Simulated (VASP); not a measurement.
# ZrMoSe4 (P4/mmm) in VASP: further runs, part 2 of 2

VASP 6.6.1. The steps go on from the part before.

## (4) Single point, PBE, collinear spin

This run uses another cell than the first one, of 22.22 Å³/atom.

Input file INCAR:

```
PREC = Accurate ; ENCUT = 520
EDIFF = 1E-7 ; ISMEAR = 0
SIGMA = 0.1 ; LREAL = False
LASPH = True ; NELM = 150
ALGO = Normal ; ISIF = 2
LWAVE = False ; LCHARG = False
ISPIN = 2 ; MAGMOM = 0 1 0 0 0 0
LORBIT = 11 ; LMAXMIX = 4
GGA = PE ; NBANDS = 38
```

Input file KPOINTS:

```
Automatic mesh
0
Gamma
  6 6 2
```

Input file POSCAR:

```
ZrMoSe4
1.0
    3.2827714400      0.0000000000      0.0000000000
    0.0000000000      3.2827714400      0.0000000000
    0.0000000000      0.0000000000     12.3705049300
Zr Mo Se
1 1 4
Direct
    0.0000000000      0.0000000000      0.5000000000
    0.0000000000      0.0000000000      0.0000000000
    0.5000000000      0.5000000000      0.3645260000
    0.5000000000      0.5000000000      0.8643389900
    0.5000000000      0.5000000000      0.1356610100
    0.5000000000      0.5000000000      0.6354740000
```

Started as:

```console
> cat potpaw_PBE.64/Zr_sv/POTCAR potpaw_PBE.64/Mo_sv/POTCAR potpaw_PBE.64/Se/POTCAR > POTCAR
> mpirun -np 1 vasp_std > vasp.out
```

It took 2 min on 1 thread of Intel Xeon 6975P-C (Granite Rapids), shared host; peak memory 0.35 GiB.

It converged, with:

| Property | Result |
| --- | --- |
| Free energy | -36.2923 eV |
| Pressure | -4.6 GPa |
| Largest force | 2.556 eV/Å |
| Band gap on the k mesh | zero (filled and empty bands overlap) |
| Net moment | 0.00 μB per cell |
| Valence electrons inside the program's atomic spheres | Zr 9.71; Mo 12.03; Se 3.85, 3.72 (each value once) |

Forces on the atoms (eV/Å):
```
Zr   0.000  0.000  0.000
Mo   0.000  0.000  0.000
Se   0.000  0.000  1.408
Se   0.000  0.000  2.556
Se   0.000  0.000 -2.556
Se   0.000  0.000 -1.408
```

Stress tensor (GPa, compression positive):
```
-4.20  0.00  0.00
 0.00 -4.20  0.00
 0.00  0.00 -5.50
```

Levels at points of the mesh, in eV from the Fermi level:
Spin up:
```tsv
k point	band 21	band 22	band 23	band 24	band 25	band 26	band 27	band 28	band 29	band 30
(0.00, 0.00, 0.00)	-1.12	-0.60	-0.60	-0.40	0.04	0.04	0.59	0.67	1.42	2.63
(0.50, 0.00, 0.00)	-1.65	-1.25	-0.83	-0.54	0.10	0.37	1.02	1.52	2.09	2.11
(0.50, 0.50, 0.00)	-3.59	-2.89	-2.08	-0.48	0.81	1.51	1.51	1.78	1.82	2.59
(0.00, 0.00, 0.50)	-1.22	-1.22	-0.34	-0.34	-0.17	-0.17	0.39	0.67	1.61	2.69
(0.50, 0.00, 0.50)	-1.36	-1.27	-0.98	-0.54	0.10	0.61	0.72	1.52	2.09	2.14
(0.50, 0.50, 0.50)	-3.75	-3.75	-0.47	-0.20	-0.03	0.78	1.63	1.63	1.78	3.15
```
Spin down:
| k point | band 21 | band 22 | band 23 | band 24 | band 25 | band 26 | band 27 | band 28 | band 29 | band 30 |
| --- | --- | --- | --- | --- | --- | --- | --- | --- | --- | --- |
| (0.00, 0.00, 0.00) | -1.12 | -0.60 | -0.60 | -0.40 | 0.04 | 0.04 | 0.59 | 0.67 | 1.42 | 2.63 |
| (0.50, 0.00, 0.00) | -1.65 | -1.25 | -0.83 | -0.54 | 0.10 | 0.37 | 1.02 | 1.52 | 2.09 | 2.11 |
| (0.50, 0.50, 0.00) | -3.59 | -2.89 | -2.08 | -0.48 | 0.81 | 1.51 | 1.51 | 1.78 | 1.82 | 2.59 |
| (0.00, 0.00, 0.50) | -1.22 | -1.22 | -0.34 | -0.34 | -0.17 | -0.17 | 0.39 | 0.67 | 1.61 | 2.69 |
| (0.50, 0.00, 0.50) | -1.36 | -1.27 | -0.98 | -0.54 | 0.10 | 0.61 | 0.72 | 1.52 | 2.09 | 2.14 |
| (0.50, 0.50, 0.50) | -3.75 | -3.75 | -0.47 | -0.20 | -0.03 | 0.78 | 1.63 | 1.63 | 1.78 | 3.15 |

Caveat: the cell stands under tension; forces of over 1 eV/Å act on the atoms, so gaps and moduli don't describe the material at rest.

## (5) Single point, PBE, collinear spin

This run uses another cell than the first one, of 24.01 Å³/atom.

INCAR is that of step 4.

Input file KPOINTS:

```
regular mesh
0
Gamma
  6 6 2
```

Input file POSCAR:

```
ZrMoSe4
1.0
    3.1857342164      0.0000000000      0.0000000000
    0.0000000000      3.1857342164      0.0000000000
    0.0000000000      0.0000000000     14.1968460606
Zr Mo Se
1 1 4
Direct
    0.0000000000      0.0000000000      0.5000000000
    0.0000000000      0.0000000000      0.0000000000
    0.5000000000      0.5000000000      0.3807757644
    0.5000000000      0.5000000000      0.8929168631
    0.5000000000      0.5000000000      0.1070831369
    0.5000000000      0.5000000000      0.6192242356
```

Started as:

```console
> cat potpaw_PBE.64/Zr_sv/POTCAR potpaw_PBE.64/Mo_sv/POTCAR potpaw_PBE.64/Se/POTCAR > POTCAR
> mpirun -np 1 vasp_std > vasp.out
```

Wall time 7.4 min (1 thread of Intel Xeon 8259CL, shared host); peak memory 0.39 GiB.

It converged, with:

| Quantity | Value |
| --- | --- |
| Free energy | -37.2626 eV |
| Pressure | 0.2 GPa |
| Largest force | 0.022 eV/Å |
| Band gap on the k mesh | zero (filled and empty bands overlap) |
| Net moment | 0.00 μB per cell |
| Valence electrons inside the program's atomic spheres | Zr 9.78; Mo 12.21; Se 3.85, 3.79 (each value once) |

Forces in eV/Å, atoms in the order of the input:
```
Zr   0.000  0.000  0.000
Mo   0.000  0.000  0.000
Se   0.000  0.000 -0.022
Se   0.000  0.000 -0.022
Se   0.000  0.000  0.022
Se   0.000  0.000  0.022
```

Stress tensor (GPa, compression positive):
```
0.09 0.00 0.00
0.00 0.09 0.00
0.00 0.00 0.47
```

Levels at points of the mesh, in eV from the Fermi level:
Spin up:
```tsv
k point	band 21	band 22	band 23	band 24	band 25	band 26	band 27	band 28	band 29	band 30
(0.00, 0.00, 0.00)	-0.88	-0.88	-0.30	-0.30	-0.03	0.33	0.33	0.59	1.08	3.62
(0.50, 0.00, 0.00)	-1.82	-1.73	-0.91	-0.62	0.03	1.05	1.31	1.84	2.36	2.56
(0.50, 0.50, 0.00)	-3.72	-3.57	-0.46	-0.27	0.64	0.88	2.02	2.49	2.49	3.58
(0.00, 0.00, 0.50)	-0.88	-0.88	-0.30	-0.30	0.13	0.33	0.33	0.59	1.11	3.62
(0.50, 0.00, 0.50)	-1.94	-1.82	-0.91	-0.62	0.03	1.05	1.31	1.84	2.36	2.58
(0.50, 0.50, 0.50)	-3.73	-3.63	-0.46	0.01	0.33	0.87	2.02	2.51	2.51	3.54
```
Spin down:
| k point | band 23 | band 24 | band 25 | band 26 | band 27 | band 28 |
| --- | --- | --- | --- | --- | --- | --- |
| (0.00, 0.00, 0.00) | -0.30 | -0.30 | -0.03 | 0.33 | 0.33 | 0.59 |
| (0.50, 0.00, 0.00) | -0.91 | -0.62 | 0.03 | 1.05 | 1.31 | 1.84 |
| (0.50, 0.50, 0.00) | -0.46 | -0.27 | 0.64 | 0.88 | 2.02 | 2.49 |
| (0.00, 0.00, 0.50) | -0.30 | -0.30 | 0.13 | 0.33 | 0.33 | 0.59 |
| (0.50, 0.00, 0.50) | -0.91 | -0.62 | 0.03 | 1.05 | 1.31 | 1.84 |
| (0.50, 0.50, 0.50) | -0.46 | 0.01 | 0.33 | 0.87 | 2.02 | 2.51 |

Caveat: this functional lacks dispersion, which binds the layers, so the pressure and a relaxed spacing across them are unreliable.

## (6) Overview

| spin | cell | k mesh | gap on the mesh (eV) | pressure (GPa) | moment (μB) | largest force (eV/Å) |
| --- | --- | --- | --- | --- | --- | --- |
| off | a = 3.184, b = 3.184, c = 14.832 Å, 6 atoms, atomic positions A | 12 × 12 × 4 | none | 0.1 | - | 0.02 |
| collinear | a = 3.283, b = 3.283, c = 12.371 Å, 6 atoms, atomic positions B | 6 × 6 × 2 | none | -4.6 | 0.00 | 2.56 |
| collinear | a = 3.186, b = 3.186, c = 14.197 Å, 6 atoms, atomic positions C | 6 × 6 × 2 | none | 0.2 | 0.00 | 0.02 |

Alike in all rows: task single point; level PBE; potentials or basis VASP PAW PBE potentials, release 64 (Zr_sv, Mo_sv, Se); cutoff (eV) 520; smearing gaussian 0.1 eV.

Caveats: this functional lacks dispersion, which binds the layers, so the pressure and a relaxed spacing across them are unreliable (at least some runs); the cell stands under tension (at least some runs); forces of over 1 eV/Å act on the atoms, so gaps and moduli don't describe the material at rest (at least some runs).

Absolute energies hang on the potentials; compare differences alone.
